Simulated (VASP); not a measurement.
Wanted: the native input for a VASP 6.6.1 run.

```
Task                               : single point
Functional                         : HSE06
Potentials or basis                : VASP PAW PBE potentials, release 64 (Li_sv, Cl)
Cutoff                             : 520 eV
k mesh                             : 6 × 6 × 6
Occupations                        : gaussian, width 0.01 eV
Spin                               : no spin polarisation
Dipole correction                  : no
Grid for exact exchange (PRECFOCK) : Normal
Further INCAR settings             : ALGO = Normal; EDIFF = 1e-06; NBANDS = 12
Share of exact exchange            : 0.25
Screening parameter                : 0.2079 1/Å
```

The system is LiCl.

```xyz
2
Lattice="-0.0392 2.6939 2.6939 2.6939 -0.0392 2.6939 2.6939 2.6939 -0.0392" Properties=species:S:1:pos:R:3 pbc="T T T"
Li   -0.0077   -0.0077   -0.0077
Cl    1.3448    1.3448    1.3448
```

This cell differs from its parent crystal: strain along [111] -2.1%.

These files were run (other wordings do the same):

POSCAR

```
LiCl
1.0
   -0.0391736098      2.6938689370      2.6938689370
    2.6938689370     -0.0391736098      2.6938689370
    2.6938689370      2.6938689370     -0.0391736098
Li Cl
1 1
Direct
   -0.0014361518     -0.0014361518     -0.0014361518
    0.2514361518      0.2514361518      0.2514361518
```

INCAR.step1

```
SYSTEM = LiCl
  PREC = Accurate
  ENCUT = 520
  EDIFF = 1E-5
  ISMEAR = 0
  SIGMA = 0.01
  LREAL = .False.
  LASPH = .True.
  NELM = 60
  ALGO = Normal
  ISIF = 2
  LWAVE = .True.
  GGA = PE
  NBANDS = 12
```

INCAR.step2

```
SYSTEM = LiCl
  PREC = Accurate
  ENCUT = 520
  EDIFF = 1E-6
  ISMEAR = 0
  SIGMA = 0.01
  LREAL = .False.
  LASPH = .True.
  NELM = 60
  ALGO = Normal
  ISIF = 2
  LWAVE = .False.
  LCHARG = .True.
  GGA = PE
  LHFCALC = .True.
  HFSCREEN = 0.2079
  PRECFOCK = Normal
  LELF = .True.
  LVHAR = .True.
  ISTART = 1
  NBANDS = 12
```

KPOINTS

```
Automatic mesh
0
Gamma
  6 6 6
  0 0 0
```

Potentials or basis: VASP PAW PBE potentials, release 64 (Li_sv, Cl).

Launch:

```sh
$ cat potpaw_PBE.64/Li_sv/POTCAR potpaw_PBE.64/Cl/POTCAR > POTCAR
$ cp INCAR.step1 INCAR
$ mpirun -np 1 vasp_std > vasp.out
$ cp INCAR.step2 INCAR
$ mpirun -np 1 vasp_std > vasp.out
```

It gave:

| Property | Result |
| --- | --- |
| Band gap on the k mesh | 7.40 eV |

Caveat: the cell differs from its parent crystal (strain along [111] -2.1%); the structure was generated, so it needn't be the stable form of LiCl.

It took 17 min on 1 thread of Intel(R) Xeon(R) Platinum 8259CL CPU @ 2.50GHz (Skylake/Cascade Lake), on a shared host, peak memory 0.27 GiB.
